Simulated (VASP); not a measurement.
# BeCdS4 (P2_1/c) in VASP: single point with PBE

Aim: the single point of BeCdS4 with PBE.

Everything below comes from runs of VASP 6.6.1. Logs are shortened: lines on timing, memory, paths and dates and some standing lists are left out, and cuts for length are marked.

### Step 1. The cell of the first run

Symmetry: P2_1/c, No. 14, monoclinic system. The conventional cell has a = 5.928 Å, b = 5.998 Å, c = 6.000 Å, α = 90.00°, β = 90.54°, γ = 90.00°. Be (site symmetry -1) has 6 S at 2.30 to 2.47 Å within 3.0 Å. Cd (site symmetry -1) has 12 S at 2.64 to 3.64 Å within 3.7 Å. S (site symmetry 1) has 1 S at 2.12 Å and 2 Be at 2.43 to 2.47 Å and 1 Cd at 2.70 Å within 2.8 Å. S (site symmetry 1) has 1 S at 2.11 Å and 1 Be at 2.30 Å and 2 Cd at 2.64 to 2.70 Å within 2.8 Å.

### Step 2. Single point, PBE

The input, INCAR:

```
SYSTEM = BeCdS4
PREC = Accurate
ENCUT = 600
EDIFF = 1E-6
ISMEAR = 0
SIGMA = 0.2
LREAL = .False.
LASPH = .True.
NELM = 120
ALGO = Normal
ISIF = 2
LWAVE = .False.
LCHARG = .True.
GGA = PE
LELF = .True.
LVHAR = .True.
NBANDS = 58
GGA_COMPAT = .False.
```

The input, KPOINTS:

```
regular mesh
0
Gamma
  3 3 3
  0 0 0
```

The input, POSCAR:

```
BeCdS4
1.0
    5.9277087032      0.0000000000     -0.0283131449
    0.0000000000      5.9982138380      0.0000000000
   -0.0283131449      0.0000000000      6.0003094309
Be Cd S
2 2 8
Direct
    0.0000000000      0.5000000000      0.5000000000
    0.0000000000      0.0000000000      0.0000000000
    0.5000000000      0.0000000000      0.5000000000
    0.5000000000      0.5000000000      0.0000000000
    0.9270233317      0.3829102510      0.1107386892
    0.0729766683      0.6170897490      0.8892613108
    0.6322357149      0.5784859500      0.5887513026
    0.3677642851      0.4215140500      0.4112486974
    0.3677642851      0.0784859500      0.9112486974
    0.6322357149      0.9215140500      0.0887513026
    0.0729766683      0.8829102510      0.3892613108
    0.9270233317      0.1170897490      0.6107386892
```

Potentials or basis: VASP PAW PBE potentials, release 64 (Be, Cd_sv_GW, S).

The run is started by

```
cat potpaw_PBE.64/Be/POTCAR potpaw_PBE.64/Cd_sv_GW/POTCAR potpaw_PBE.64/S/POTCAR > POTCAR
mpirun -np 1 vasp_std > vasp.out
```

OUTCAR:

```text
SYSTEM = BeCdS4
   PREC = Accurate
   ENCUT = 600
   EDIFF = 1E-6
   ISMEAR = 0
   LREAL = .False.
   LASPH = .True.
   NELM = 120
   ISIF = 2
   GGA = PE

 ion  position               nearest neighbor table
   1  0.000  0.500  0.500-   7 2.30   8 2.30  11 2.43  12 2.43   5 2.47   6 2.47
   2  0.000  0.000  0.000-   9 2.30  10 2.30   5 2.43   6 2.43  11 2.47  12 2.47
   3  0.500  0.000  0.500-   9 2.64  10 2.64   7 2.70   8 2.70  11 2.70  12 2.70
   4  0.500  0.500  0.000-   7 2.64   8 2.64   9 2.70  10 2.70   5 2.70   6 2.70
   5  0.927  0.383  0.111-   6 2.12   2 2.43   1 2.47   4 2.70
   6  0.073  0.617  0.889-   5 2.12   2 2.43   1 2.47   4 2.70
   7  0.632  0.578  0.589-   8 2.11   1 2.30   4 2.64   3 2.70
   8  0.368  0.422  0.411-   7 2.11   1 2.30   4 2.64   3 2.70
   9  0.368  0.078  0.911-  10 2.11   2 2.30   3 2.64   4 2.70
  10  0.632  0.922  0.089-   9 2.11   2 2.30   3 2.64   4 2.70
  11  0.073  0.883  0.389-  12 2.12   1 2.43   2 2.47   3 2.70
  12  0.927  0.117  0.611-  11 2.12   1 2.43   2 2.47   3 2.70

  LATTYP: Found a simple monoclinic cell.
 ALAT       =     5.9277763204
 B/A-ratio  =     1.0118826207
 C/A-ratio  =     1.0122474104
 COS(beta)  =    -0.0094948064

  Lattice vectors:

 A1 = (   5.9277087032,   0.0000000000,  -0.0283131449)
 A2 = (   0.0000000000,   5.9982138380,   0.0000000000)
 A3 = (  -0.0283131449,   0.0000000000,   6.0003094309)

Analysis of symmetry for initial positions (statically):
=====================================================================
 Subroutine PRICEL returns:
 Original cell was already a primitive cell.

 Routine SETGRP: Setting up the symmetry group for a
 simple monoclinic supercell.

 Subroutine GETGRP returns: Found  4 space group operations
 (whereof  2 operations were pure point group operations)
 out of a pool of  4 trial point group operations.

The static configuration has the point symmetry S_2 .
 The point group associated with its full space group is C_2h.

Analysis of symmetry for dynamics (positions and initial velocities):
=====================================================================
 Subroutine PRICEL returns:
 Original cell was already a primitive cell.

 Routine SETGRP: Setting up the symmetry group for a
 simple monoclinic supercell.

 Subroutine GETGRP returns: Found  4 space group operations
 (whereof  2 operations were pure point group operations)
 out of a pool of  4 trial point group operations.

The dynamic configuration has the point symmetry S_2 .
 The point group associated with its full space group is C_2h.

 Subroutine INISYM returns: Found  4 space group operations
 (whereof  2 operations are pure point group operations),
 and found     1 'primitive' translations

----------------------------------------------------------------------------------------

                                     Primitive cell

  volume of cell :     213.3402

  direct lattice vectors                    reciprocal lattice vectors
     5.927708703  0.000000000 -0.028313145     0.168703050  0.000000000  0.000796045
     0.000000000  5.998213838  0.000000000     0.000000000  0.166716297  0.000000000
    -0.028313145  0.000000000  6.000309431     0.000796045  0.000000000  0.166661828

  length of vectors
     5.927776320  5.998213838  6.000376230     0.168704928  0.166716297  0.166663729

  position of ions in fractional coordinates (direct lattice)
     0.000000000  0.500000000  0.500000000
     0.000000000  0.000000000  0.000000000
     0.500000000  0.000000000  0.500000000
     0.500000000  0.500000000  0.000000000
     0.927023332  0.382910251  0.110738689
     0.072976668  0.617089749  0.889261311
     0.632235715  0.578485950  0.588751303
     0.367764285  0.421514050  0.411248697
     0.367764285  0.078485950  0.911248697
     0.632235715  0.921514050  0.088751303
     0.072976668  0.882910251  0.389261311
     0.927023332  0.117089749  0.610738689

  ion indices of the primitive-cell ions
   primitive index   ion index
                 1           1
                 2           2
                 3           3
                 4           4
                 5           5
                 6           6
                 7           7
                 8           8
                 9           9
                10          10
                11          11
                12          12

----------------------------------------------------------------------------------------

 KPOINTS: regular mesh

Automatic generation of k-mesh.
 Grid dimensions read from file:
 generate k-points for:    3    3    3

 Generating k-lattice:

  Cartesian coordinates                     Fractional coordinates (reciprocal lattice)
     0.056234350  0.000000000  0.000265348     0.333333333  0.000000000  0.000000000
     0.000000000  0.055572099  0.000000000     0.000000000  0.333333333  0.000000000
     0.000265348  0.000000000  0.055553943     0.000000000  0.000000000  0.333333333

  Length of vectors
     0.056234976  0.055572099  0.055554576

  Shift w.r.t. Gamma in fractional coordinates (k-lattice)
     0.000000000  0.000000000  0.000000000

 Subroutine IBZKPT returns following result:
 ===========================================

 Found     10 irreducible k-points:

 Following reciprocal coordinates:
            Coordinates               Weight
  0.000000  0.000000  0.000000      1.000000
  0.333333  0.000000  0.000000      2.000000
  0.000000  0.333333  0.000000      2.000000
  0.333333  0.333333  0.000000      4.000000
  0.000000  0.000000  0.333333      2.000000
  0.333333  0.000000  0.333333      2.000000
 -0.333333  0.000000  0.333333      2.000000
  0.000000  0.333333  0.333333      4.000000
  0.333333  0.333333  0.333333      4.000000
 -0.333333  0.333333  0.333333      4.000000
   k-points           NKPTS =     10   k-points in BZ     NKDIM =     10   number of bands    NBANDS=     58
   number of dos      NEDOS =    301   number of ions     NIONS =     12
   total plane-waves  NPLWV = 110592
   dimension x,y,z NGX =    48 NGY =   48 NGZ =   48
   dimension x,y,z NGXF=    96 NGYF=   96 NGZF=   96
   ions per type =               2   2   8
   NGX,Y,Z   is equivalent  to a cutoff of  13.46, 13.30, 13.30 a.u.
   NGXF,Y,Z  is equivalent  to a cutoff of  26.92, 26.61, 26.60 a.u.
 SYSTEM =  BeCdS4
   PREC   = accura    normal or accurate (medium, high low for compatibility)
   ISTART =      0    job   : 0-new  1-cont  2-samecut
   ICHARG =      2    charge: 1-file 2-atom 10-const
   ISPIN  =      1    spin polarized calculation?
   LNONCOLLINEAR =      F non collinear calculations
   LSORBIT =      F    spin-orbit coupling
   LASPH  =      T    aspherical Exc in radial PAW
   ENCUT  =  600.0 eV  44.10 Ry    6.64 a.u.  11.84 11.98 11.98*2*pi/ulx,y,z
   NELM   =    120;   NELMIN=  2; NELMDL= -5     # of ELM steps
   EDIFF  = 0.1E-05   stopping-criterion for ELM
   LREAL  =      F    real-space projection
   EDIFFG = 0.1E-04   stopping-criterion for IOM
   NSW    =      0    number of steps for IOM
   IBRION =     -1    ionic relax: 0-MD 1-quasi-New 2-CG
   NFREE  =      0    steps in history (QN), initial steepest desc. (CG)
   ISIF   =      2    stress and relaxation
   ISYM   =      2    0-nonsym 1-usesym 2-fastsym
   POTIM  = 0.5000    time-step for ionic-motion
   TEBEG  =    0.0;   TEEND  =   0.0 temperature during run
   PSTRESS=    0.0 pullay stress
   NELECT =      92.0000    total number of electrons
   NUPDOWN=      -1.0000    fix difference up-down
   EMIN   =  10.00;   EMAX   =-10.00  energy-range for DOS
   EFERMI =   0.00;   METHOD = LEGACY
   ISMEAR =     0;   SIGMA  =   0.20  broadening in eV -4-tet -1-fermi 0-gaus
   EFERMI_NEDOS =   21; number of points for ismear=-14 and -15
   IALGO  =     38    algorithm
   IMIX   =      4    mixing-type and parameters
     AMIX     =   0.40;   BMIX     =  1.00
     AMIX_MAG =   1.60;   BMIX_MAG =  1.00
  volume/ion in A,a.u.               =      17.78       119.97
  Fermi-wavevector in a.u.,A,eV,Ry     =   1.236839  2.337287 20.813799  1.529771
  Thomas-Fermi vector in A             =   2.371431
   LORBIT       =      0    0 simple, 1 ext, 2 COOP (PROOUT), +10 PAW based schemes
   GGA     = PE    functional components
   LHFCALC =     F    Hartree Fock is set to
   AEXX    =    0.0000 exact exchange contribution
   IVDW    =     0    specifies the selected vdW correction
   LEPSILON=     F    determine dielectric tensor
   LRPA    =     F    only Hartree local field effects (RPA)
 non-spin polarized calculation
 Gauss-broadening in eV      SIGMA  =   0.20
  energy-cutoff  :      600.00
  volume of cell :      213.34
 maximum number of plane-waves:      7135
   NGX = 23   NGY = 23   NGZ = 23

 number of electron      92.0000036 magnetization

 Free energy of the ion-electron system (eV)
  ---------------------------------------------------
  ext. energy  EPLUGINS =         0.00000000
  ---------------------------------------------------
  free energy    TOTEN  =       -45.88618756 eV

  energy without entropy =      -45.88618756  energy(sigma->0) =      -45.88618756

 E-fermi :   6.3729     XC(G=0): -10.1837

 val. band max:        5.5155552579   @ k =   0.3333   0.0000   0.0000
 cond. band min:       7.2537819245   @ k =  -0.3333   0.0000   0.3333
 fundamental gap:      1.7382266666
 Fermi energy:         6.3729388840

 k-point     1 :       0.0000    0.0000    0.0000
  band No.  band energies     occupation
      1     -96.4582      2.00000
      2     -96.4582      2.00000
      3     -57.5363      2.00000
      4     -57.5362      2.00000
      5     -57.5259      2.00000
      6     -57.5259      2.00000
[... 599 lines left out ...]
     57      10.9065      0.00000
     58      11.1467      0.00000

------------------------ aborting loop because EDIFF is reached ----------------------------------------

  FORCE on cell =-STRESS in cart. coord.  units (eV):
  Direction    XX          YY          ZZ          XY          YZ          ZX
  --------------------------------------------------------------------------------------
  -------------------------------------------------------------------------------------
  Total       -1.1720519     -0.7480581     -1.1033022      0.0000000      0.0000000     -0.4087080
  in kB       -8.8020690     -5.6178900     -8.2857614      0.0000000      0.0000000     -3.0693831
  external PRESSURE =      -7.5685735 kB  Pullay stress =       0.0000000 kB

 VOLUME and BASIS-vectors are now :
 -----------------------------------------------------------------------------
  energy-cutoff  :      600.00
  volume of cell :      213.34
      direct lattice vectors                 reciprocal lattice vectors
     5.927708703  0.000000000 -0.028313145     0.168703050  0.000000000  0.000796045
     0.000000000  5.998213838  0.000000000     0.000000000  0.166716297  0.000000000
    -0.028313145  0.000000000  6.000309431     0.000796045  0.000000000  0.166661828

 POSITION                                       TOTAL-FORCE (eV/Angst)
 -----------------------------------------------------------------------------------
     -0.01416      2.99911      3.00015         0.000000      0.000000      0.000000
      0.00000      0.00000      0.00000        -0.000000      0.000000      0.000000
      2.94970      0.00000      2.98600        -0.000000      0.000000      0.000000
      2.96385      2.99911     -0.01416         0.000000      0.000000      0.000000
      5.49199      2.29678      0.63822         0.062735      0.088625     -0.050633
      0.40741      3.70144      5.33378        -0.062735     -0.088625      0.050633
      3.73104      3.46988      3.51479        -0.099771      0.008687     -0.026814
      2.16836      2.52833      2.45721         0.099771     -0.008687      0.026814
      2.15420      0.47078      5.45736         0.099771      0.008687      0.026814
      3.74520      5.52744      0.51463        -0.099771     -0.008687     -0.026814
      0.42156      5.29588      2.33362        -0.062735      0.088625      0.050633
      5.47783      0.70233      3.63837         0.062735     -0.088625     -0.050633
 -----------------------------------------------------------------------------------
    total drift:                               -0.000000      0.000000     -0.000000

  FREE ENERGIE OF THE ION-ELECTRON SYSTEM (eV)
  ---------------------------------------------------
  free  energy   TOTEN  =       -45.8861875567 eV

  energy  without entropy=      -45.8861875565  energy(sigma->0) =      -45.88618756
```

It took 1.8 min on 1 thread of Intel Xeon 6975P-C (Granite Rapids), shared host; peak memory 0.41 GiB.

Results:

```yaml
Free_energy: -45.8862 eV
Pressure: -0.8 GPa
Largest_force: 0.120 eV/Å
Band_gap_on_the_k_mesh: 1.74 eV (least direct gap 1.82 eV)
```

Forces in eV/Å, atoms in the order of the input:
```
Be   0.000  0.000  0.000
Be   0.000  0.000  0.000
Cd   0.000  0.000  0.000
Cd   0.000  0.000  0.000
S    0.063  0.089 -0.051
S   -0.063 -0.089  0.051
S   -0.100  0.009 -0.027
S    0.100 -0.009  0.027
S    0.100  0.009  0.027
S   -0.100 -0.009 -0.027
S   -0.063  0.089  0.051
S    0.063 -0.089 -0.051
```

Caveat: an odd mesh through Γ misses points on the zone boundary, where band edges can lie.
